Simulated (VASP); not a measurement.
# SiC (Fm-3m) in VASP: notebook

Runs on SiC. Level: PBEsol. Tasks: single point.

Everything below comes from runs of VASP 6.6.1. Logs are shortened: lines on timing, memory, paths and dates and some standing lists are left out, and cuts for length are marked.

## (1) The cell of the first run

Symmetry: Fm-3m, No. 225, cubic system. Conventional cell: a = 4.087 Å, b = 4.087 Å, c = 4.087 Å, α = 90.00°, β = 90.00°, γ = 90.00°. C (site symmetry m-3m) has 6 Si at 2.04 Å within 2.7 Å. Si (site symmetry m-3m) has 6 C at 2.04 Å within 2.7 Å.

## (2) Single point, PBEsol (volume scaled by 1.040)

INCAR

```
  PREC = Accurate
  ENCUT = 520
  EDIFF = 1E-6
  ISMEAR = 0
  SIGMA = 0.05
  LREAL = False
  LASPH = True
  NELM = 80
  ALGO = Normal
  ISIF = 2
  LWAVE = False
  LCHARG = False
  GGA = PS
  NBANDS = 11
```

KPOINTS

```
Automatic mesh
0
Gamma
  18 18 18
```

POSCAR

```
SiC
1.0
    0.0000000000      2.0436156628      2.0436156628
    2.0436156628      0.0000000000      2.0436156628
    2.0436156628      2.0436156628      0.0000000000
C Si
1 1
Direct
    0.0000000000      0.0000000000      0.0000000000
    0.5000000000      0.5000000000      0.5000000000
```

Potentials or basis: VASP PAW PBE potentials, release 64 (C, Si).

Launch:

```bash
$ cat potpaw_PBE.64/C/POTCAR potpaw_PBE.64/Si/POTCAR > POTCAR
$ mpirun -np 1 vasp_std > vasp.out
```

OUTCAR:

```text
PREC = Accurate
   ENCUT = 520
   EDIFF = 1E-6
   ISMEAR = 0
   LREAL = False
   LASPH = True
   NELM = 80
   ISIF = 2
   GGA = PS

 ion  position               nearest neighbor table
   1  0.000  0.000  0.000-   2 2.04   2 2.04   2 2.04   2 2.04   2 2.04   2 2.04
   2  0.500  0.500  0.500-   1 2.04   1 2.04   1 2.04   1 2.04   1 2.04   1 2.04

  LATTYP: Found a face centered cubic cell.
 ALAT       =     4.0872313256

  Lattice vectors:

 A1 = (   0.0000000000,   2.0436156628,   2.0436156628)
 A2 = (   2.0436156628,   0.0000000000,   2.0436156628)
 A3 = (   2.0436156628,   2.0436156628,   0.0000000000)

Analysis of symmetry for initial positions (statically):
=====================================================================
 Subroutine PRICEL returns:
 Original cell was already a primitive cell.

 Routine SETGRP: Setting up the symmetry group for a
 face centered cubic supercell.

 Subroutine GETGRP returns: Found 48 space group operations
 (whereof 48 operations were pure point group operations)
 out of a pool of 48 trial point group operations.

The static configuration has the point symmetry O_h .

Analysis of symmetry for dynamics (positions and initial velocities):
=====================================================================
 Subroutine PRICEL returns:
 Original cell was already a primitive cell.

 Routine SETGRP: Setting up the symmetry group for a
 face centered cubic supercell.

 Subroutine GETGRP returns: Found 48 space group operations
 (whereof 48 operations were pure point group operations)
 out of a pool of 48 trial point group operations.

The dynamic configuration has the point symmetry O_h .

 Subroutine INISYM returns: Found 48 space group operations
 (whereof 48 operations are pure point group operations),
 and found     1 'primitive' translations

----------------------------------------------------------------------------------------

                                     Primitive cell

  volume of cell :      17.0698

  direct lattice vectors                    reciprocal lattice vectors
     0.000000000  2.043615663  2.043615663    -0.244664400  0.244664400  0.244664400
     2.043615663  0.000000000  2.043615663     0.244664400 -0.244664400  0.244664400
     2.043615663  2.043615663  0.000000000     0.244664400  0.244664400 -0.244664400

  length of vectors
     2.890108987  2.890108987  2.890108987     0.423771172  0.423771172  0.423771172

  position of ions in fractional coordinates (direct lattice)
     0.000000000  0.000000000  0.000000000
     0.500000000  0.500000000  0.500000000

  ion indices of the primitive-cell ions
   primitive index   ion index
                 1           1
                 2           2

----------------------------------------------------------------------------------------

 KPOINTS: Automatic mesh

Automatic generation of k-mesh.
 Grid dimensions read from file:
 generate k-points for:   18   18   18

 Generating k-lattice:

  Cartesian coordinates                     Fractional coordinates (reciprocal lattice)
    -0.013592467  0.013592467  0.013592467     0.055555556  0.000000000  0.000000000
     0.013592467 -0.013592467  0.013592467     0.000000000  0.055555556  0.000000000
     0.013592467  0.013592467 -0.013592467     0.000000000  0.000000000  0.055555556

  Length of vectors
     0.023542843  0.023542843  0.023542843

  Shift w.r.t. Gamma in fractional coordinates (k-lattice)
     0.000000000  0.000000000  0.000000000

 Subroutine IBZKPT returns following result:
 ===========================================

 Found    195 irreducible k-points:

 Following reciprocal coordinates:
            Coordinates               Weight
  0.000000  0.000000  0.000000      1.000000
  0.055556  0.000000  0.000000      8.000000
  0.111111  0.000000  0.000000      8.000000
  0.166667  0.000000  0.000000      8.000000
  0.222222  0.000000  0.000000      8.000000
  0.277778  0.000000  0.000000      8.000000
[... 16 lines left out ...]
 -0.277778  0.055556  0.000000     24.000000
 -0.222222  0.055556  0.000000     24.000000
 [... further k-points ...]
   k-points           NKPTS =    195   k-points in BZ     NKDIM =    195   number of bands    NBANDS=     11
   number of dos      NEDOS =    301   number of ions     NIONS =      2
   total plane-waves  NPLWV =  13824
   dimension x,y,z NGX =    24 NGY =   24 NGZ =   24
   dimension x,y,z NGXF=    48 NGYF=   48 NGZF=   48
   ions per type =               1   1
   NGX,Y,Z   is equivalent  to a cutoff of  13.81, 13.81, 13.81 a.u.
   NGXF,Y,Z  is equivalent  to a cutoff of  27.61, 27.61, 27.61 a.u.
 SYSTEM =  unknown system
   PREC   = accura    normal or accurate (medium, high low for compatibility)
   ISTART =      0    job   : 0-new  1-cont  2-samecut
   ICHARG =      2    charge: 1-file 2-atom 10-const
   ISPIN  =      1    spin polarized calculation?
   LNONCOLLINEAR =      F non collinear calculations
   LSORBIT =      F    spin-orbit coupling
   LASPH  =      T    aspherical Exc in radial PAW
   ENCUT  =  520.0 eV  38.22 Ry    6.18 a.u.   5.37  5.37  5.37*2*pi/ulx,y,z
   NELM   =     80;   NELMIN=  2; NELMDL= -5     # of ELM steps
   EDIFF  = 0.1E-05   stopping-criterion for ELM
   LREAL  =      F    real-space projection
   EDIFFG = 0.1E-04   stopping-criterion for IOM
   NSW    =      0    number of steps for IOM
   IBRION =     -1    ionic relax: 0-MD 1-quasi-New 2-CG
   NFREE  =      0    steps in history (QN), initial steepest desc. (CG)
   ISIF   =      2    stress and relaxation
   ISYM   =      2    0-nonsym 1-usesym 2-fastsym
   POTIM  = 0.5000    time-step for ionic-motion
   TEBEG  =    0.0;   TEEND  =   0.0 temperature during run
   PSTRESS=    0.0 pullay stress
   NELECT =       8.0000    total number of electrons
   NUPDOWN=      -1.0000    fix difference up-down
   EMIN   =  10.00;   EMAX   =-10.00  energy-range for DOS
   EFERMI =   0.00;   METHOD = LEGACY
   ISMEAR =     0;   SIGMA  =   0.05  broadening in eV -4-tet -1-fermi 0-gaus
   EFERMI_NEDOS =   21; number of points for ismear=-14 and -15
   IALGO  =     38    algorithm
   IMIX   =      4    mixing-type and parameters
     AMIX     =   0.40;   BMIX     =  1.00
     AMIX_MAG =   1.60;   BMIX_MAG =  1.00
  volume/ion in A,a.u.               =       8.53        57.60
  Fermi-wavevector in a.u.,A,eV,Ry     =   1.271634  2.403041 22.001356  1.617054
  Thomas-Fermi vector in A             =   2.404557
   LORBIT       =      0    0 simple, 1 ext, 2 COOP (PROOUT), +10 PAW based schemes
   GGA     = PS    functional components
   LHFCALC =     F    Hartree Fock is set to
   AEXX    =    0.0000 exact exchange contribution
   IVDW    =     0    specifies the selected vdW correction
   LEPSILON=     F    determine dielectric tensor
   LRPA    =     F    only Hartree local field effects (RPA)
 non-spin polarized calculation
 Gauss-broadening in eV      SIGMA  =   0.05
  energy-cutoff  :      520.00
  volume of cell :       17.07
 maximum number of plane-waves:       474
 NGX is ok and might be reduce to    24
   NGX = 11   NGY = 11   NGZ = 11

 number of electron       8.0000000 magnetization

 Free energy of the ion-electron system (eV)
  ---------------------------------------------------
  ext. energy  EPLUGINS =         0.00000000
  ---------------------------------------------------
  free energy    TOTEN  =       -14.58510783 eV

  energy without entropy =      -14.58475311  energy(sigma->0) =      -14.58493047

 E-fermi :  11.8308     XC(G=0): -12.6623

 val. band max:       11.8301784706   @ k =  -0.1667   0.1667   0.0000
 cond. band min:      11.8501477248   @ k =   0.5000   0.3889   0.0000
 fundamental gap:      0.0199692543
 Fermi energy:        11.8307925572

 k-point     1 :       0.0000    0.0000    0.0000
  band No.  band energies     occupation
      1      -6.2318      2.00000
      2      11.9280      0.00595
      3      11.9280      0.00595
      4      11.9280      0.00595
      5      18.9356      0.00000
      6      20.7759      0.00000
      7      20.7759      0.00000
      8      20.7759      0.00000
      9      24.2329      0.00000
     10      24.2329      0.00000
     11      24.2329      0.00000

 k-point     2 :       0.0556    0.0000    0.0000
  band No.  band energies     occupation
      1      -6.1581      2.00000
      2      11.5008      2.00000
      3      11.8826      0.14248
      4      11.8826      0.14248
      5      19.0968      0.00000
      6      20.6404      0.00000
      7      20.9042      0.00000
      8      20.9042      0.00000
      9      23.3639      0.00000
     10      23.3639      0.00000
     11      24.1851      0.00000

 k-point     3 :       0.1111    0.0000    0.0000
  band No.  band energies     occupation
      1      -5.9373      2.00000
      2      10.4039      2.00000
      3      11.7597      1.95567
      4      11.7597      1.95567
      5      19.1820      0.00000
      6      20.6989      0.00000
      7      21.0762      0.00000
      8      21.0762      0.00000
      9      22.4112      0.00000
     10      22.4112      0.00000
     11      23.9870      0.00000

 k-point     4 :       0.1667    0.0000    0.0000
  band No.  band energies     occupation
      1      -5.5704      2.00000
      2       8.9471      2.00000
      3      11.5907      2.00000
      4      11.5907      2.00000
      5      18.8590      0.00000
      6      20.4486      0.00000
      7      20.4486      0.00000
      8      21.2931      0.00000
      9      22.6458      0.00000
     10      22.6458      0.00000
     11      23.6956      0.00000
[... 239 lines left out ...]
 k-point    22 :      -0.3333    0.0556    0.0000
  band No.  band energies     occupation
      1      -3.2728      2.00000
      2       3.6650      2.00000
      3      10.3785      2.00000
      4      11.2883      2.00000
      5      17.5255      0.00000
      6      17.7381      0.00000
      7      18.1268      0.00000
      8      22.1489      0.00000
      9      24.7764      0.00000
     10      25.9305      0.00000
     11      27.7750      0.00000

 k-point    23 :      -0.2778    0.0556    0.0000
  band No.  band energies     occupation
      1      -4.0978      2.00000
      2       5.2224      2.00000
      3      10.4546      2.00000
      4      11.4985      2.00000
      5      18.0224      0.00000
      6      18.2984      0.00000
      7      18.4807      0.00000
      8      22.2945      0.00000
      9      24.0044      0.00000
     10      24.5096      0.00000
     11      26.5503      0.00000

 k-point    24 :      -0.2222    0.0556    0.0000
  band No.  band energies     occupation
      1      -4.7935      2.00000
      2       6.8362      2.00000
      3      10.6055      2.00000
      4      11.6966      1.99985
      5      18.6045      0.00000
      6      18.7277      0.00000
      7      19.3050      0.00000
      8      21.9214      0.00000
      9      23.2573      0.00000
     10      23.7873      0.00000
     11      25.3320      0.00000

 [... further k-points ...]

------------------------ aborting loop because EDIFF is reached ----------------------------------------

  FORCE on cell =-STRESS in cart. coord.  units (eV):
  Direction    XX          YY          ZZ          XY          YZ          ZX
  --------------------------------------------------------------------------------------
  -------------------------------------------------------------------------------------
  Total       -0.9551218     -0.9551218     -0.9551218     -0.0000000     -0.0000000      0.0000000
  in kB      -89.6482244    -89.6482244    -89.6482244     -0.0000000     -0.0000000      0.0000000
  external PRESSURE =     -89.6482244 kB  Pullay stress =       0.0000000 kB

 VOLUME and BASIS-vectors are now :
 -----------------------------------------------------------------------------
  energy-cutoff  :      520.00
  volume of cell :       17.07
      direct lattice vectors                 reciprocal lattice vectors
     0.000000000  2.043615663  2.043615663    -0.244664400  0.244664400  0.244664400
     2.043615663  0.000000000  2.043615663     0.244664400 -0.244664400  0.244664400
     2.043615663  2.043615663  0.000000000     0.244664400  0.244664400 -0.244664400

 POSITION                                       TOTAL-FORCE (eV/Angst)
 -----------------------------------------------------------------------------------
      0.00000      0.00000      0.00000         0.000000     -0.000000      0.000000
      2.04362      2.04362      2.04362        -0.000000      0.000000     -0.000000
 -----------------------------------------------------------------------------------
    total drift:                                0.000000     -0.000000     -0.000000

  FREE ENERGIE OF THE ION-ELECTRON SYSTEM (eV)
  ---------------------------------------------------
  free  energy   TOTEN  =       -14.5851078320 eV

  energy  without entropy=      -14.5847531120  energy(sigma->0) =      -14.58493047
```

It took 20 s on 1 thread of Intel Xeon 6975P-C, shared host; peak memory 0.16 GiB.

What came out:

- Free energy: -14.5851 eV
- Pressure: -9.0 GPa
- Band gap on the k mesh: zero (band 4 reaches 12.03 eV, above the bottom of band 5 at 10.81 eV)

Levels at points of the mesh, in eV from the Fermi level:
```tsv
k point	band 1	band 2	band 3	band 4	band 5	band 6	band 7	band 8
(0.00, 0.00, 0.00)	-18.06	0.10	0.10	0.10	7.10	8.95	8.95	8.95
(0.50, 0.00, 0.00)	-12.97	-11.27	-0.89	-0.89	5.18	5.18	5.78	9.32
(0.50, 0.50, 0.00)	-11.26	-9.51	-4.12	-4.12	-1.02	2.62	14.48	14.48
```

Caveat: the PAW data sets were made with another functional, which shifts forces and pressure a little.

## (3) Single point, PBEsol (volume scaled by 0.800)

INCAR

```
PREC = Accurate
ENCUT = 520
EDIFF = 1E-6
ISMEAR = 0
SIGMA = 0.05
LREAL = F
LASPH = T
NELM = 80
ALGO = Normal
ISIF = 2
LWAVE = F
LCHARG = F
GGA = PS
NBANDS = 11
```

KPOINTS

```
Automatic mesh
0
Gamma
  20 20 20
```

POSCAR

```
SiC
1.0
    0.0000000000      1.8724839556      1.8724839556
    1.8724839556      0.0000000000      1.8724839556
    1.8724839556      1.8724839556      0.0000000000
C Si
1 1
Direct
    0.0000000000      0.0000000000      0.0000000000
    0.5000000000      0.5000000000      0.5000000000
```

Potentials or basis: VASP PAW PBE potentials, release 64 (C, Si).

Launch:

```bash
$ cat potpaw_PBE.64/C/POTCAR potpaw_PBE.64/Si/POTCAR > POTCAR
$ mpirun -np 1 vasp_std > vasp.out
```

Run time: 20 s. Hardware: 1 thread of Intel Xeon 6975P-C, shared host; peak memory 0.15 GiB.

It converged, with:

- Free energy: -13.7991 eV
- Pressure: 94.9 GPa
- Band gap on the k mesh: 0.80 eV, indirect (least direct gap 6.13 eV)

Levels at points of the mesh, in eV from the valence-band top:
| k point | band 1 | band 2 | band 3 | band 4 | band 5 | band 6 | band 7 | band 8 | band 9 |
| --- | --- | --- | --- | --- | --- | --- | --- | --- | --- |
| (0.00, 0.00, 0.00) | -21.43 | 0.00 | 0.00 | 0.00 | 8.90 | 8.90 | 8.90 | 12.16 | 15.06 |
| (0.50, 0.00, 0.00) | -15.24 | -13.63 | -1.77 | -1.77 | 6.38 | 6.38 | 7.39 | 12.26 | 17.66 |
| (0.50, 0.50, 0.00) | -12.77 | -12.17 | -5.33 | -5.33 | 0.80 | 1.21 | 18.35 | 18.50 | 18.50 |

Caveat: the PAW data sets were made with another functional, which shifts forces and pressure a little. A k mesh can miss the band edges.

## (4) Single point, PBEsol (volume scaled by 0.640)

INCAR

```
PREC = Accurate ; ENCUT = 520
EDIFF = 1E-6 ; ISMEAR = 0
SIGMA = 0.05 ; LREAL = False
LASPH = True ; NELM = 60
ALGO = Normal ; ISIF = 2
LWAVE = False ; LCHARG = True
GGA = PS ; LELF = True
LVHAR = True ; NBANDS = 11
```

KPOINTS

```
Automatic mesh
0
Gamma
  22 22 22
```

POSCAR

```
SiC
1.0
    0.0000000000      1.7382601239      1.7382601239
    1.7382601239      0.0000000000      1.7382601239
    1.7382601239      1.7382601239      0.0000000000
C Si
1 1
Direct
    0.0000000000      0.0000000000      0.0000000000
    0.5000000000      0.5000000000      0.5000000000
```

Potentials or basis: VASP PAW PBE potentials, release 64 (C, Si).

Launch:

```bash
$ cat potpaw_PBE.64/C/POTCAR potpaw_PBE.64/Si/POTCAR > POTCAR
$ mpirun -np 1 vasp_std > vasp.out
```

OUTCAR:

```text
PREC = Accurate
   ENCUT = 520
   EDIFF = 1E-6
   ISMEAR = 0
   LREAL = False
   LASPH = True
   NELM = 60
   ISIF = 2
   GGA = PS

 ion  position               nearest neighbor table
   1  0.000  0.000  0.000-   2 1.74   2 1.74   2 1.74   2 1.74   2 1.74   2 1.74
   2  0.500  0.500  0.500-   1 1.74   1 1.74   1 1.74   1 1.74   1 1.74   1 1.74

  LATTYP: Found a face centered cubic cell.
 ALAT       =     3.4765202478

  Lattice vectors:

 A1 = (   0.0000000000,   1.7382601239,   1.7382601239)
[... 522 lines left out ...]
------------------------ aborting loop because EDIFF is reached ----------------------------------------

  FORCE on cell =-STRESS in cart. coord.  units (eV):
  Direction    XX          YY          ZZ          XY          YZ          ZX
  --------------------------------------------------------------------------------------
  -------------------------------------------------------------------------------------
  Total       19.2640555     19.2640555     19.2640555     -0.0000000      0.0000000      0.0000000
  in kB     2938.2179289   2938.2179289   2938.2179289     -0.0000000      0.0000000      0.0000000
  external PRESSURE =    2938.2179289 kB  Pullay stress =       0.0000000 kB

 VOLUME and BASIS-vectors are now :
 -----------------------------------------------------------------------------
  energy-cutoff  :      520.00
  volume of cell :       10.50
      direct lattice vectors                 reciprocal lattice vectors
     0.000000000  1.738260124  1.738260124    -0.287643945  0.287643945  0.287643945
     1.738260124  0.000000000  1.738260124     0.287643945 -0.287643945  0.287643945
     1.738260124  1.738260124  0.000000000     0.287643945  0.287643945 -0.287643945

 POSITION                                       TOTAL-FORCE (eV/Angst)
 -----------------------------------------------------------------------------------
      0.00000      0.00000      0.00000         0.000000     -0.000000     -0.000000
      1.73826      1.73826      1.73826        -0.000000      0.000000      0.000000
 -----------------------------------------------------------------------------------
    total drift:                               -0.000000      0.000000      0.000000

  FREE ENERGIE OF THE ION-ELECTRON SYSTEM (eV)
  ---------------------------------------------------
  free  energy   TOTEN  =       -10.8506593266 eV

  energy  without entropy=      -10.8506032105  energy(sigma->0) =      -10.85063127
```

Wall time 22 s (1 thread of Intel Xeon 6975P-C, shared host); peak memory 0.14 GiB.

Results:

```
Free energy            : -10.8507 eV
Pressure               : 293.8 GPa
Band gap on the k mesh : zero (band 4 reaches 20.73 eV, above the bottom of band 5 at 20.53 eV)
```

Levels at points of the mesh, in eV from the Fermi level:
```
           k point  band 1  band 2  band 3  band 4  band 5  band 6  band 7  band 8  band 9
(0.00, 0.00, 0.00)  -24.58    0.04    0.04    0.04    8.90    8.90    8.90   16.28   16.28
(0.50, 0.00, 0.00)  -17.32  -15.89   -2.63   -2.63    7.83    7.83    8.99   14.86   21.72
(0.50, 0.50, 0.00)  -14.64  -14.12   -6.36   -6.36   -0.16    2.97   21.94   22.75   22.75
```

Caveat: the PAW data sets were made with another functional, which shifts forces and pressure a little.

## (5) Overview

| cell | k mesh | gap on the mesh (eV) | pressure (GPa) |
| --- | --- | --- | --- |
| a = 2.890 Å, angles 60.0°, 2 atoms | 18 × 18 × 18 | none | -9.0 |
| a = 2.648 Å, angles 60.0°, 2 atoms | 20 × 20 × 20 | 0.80 | 94.9 |
| a = 2.458 Å, angles 60.0°, 2 atoms | 22 × 22 × 22 | none | 293.8 |

Alike in all rows: task single point; level PBEsol; potentials or basis VASP PAW PBE potentials, release 64 (C, Si); no spin polarisation; cutoff (eV) 520; smearing gaussian 0.05 eV.

Caveats: the PAW data sets were made with another functional, which shifts forces and pressure a little.

Total energies depend on the potentials used, so only differences within one code and one set of settings carry meaning.
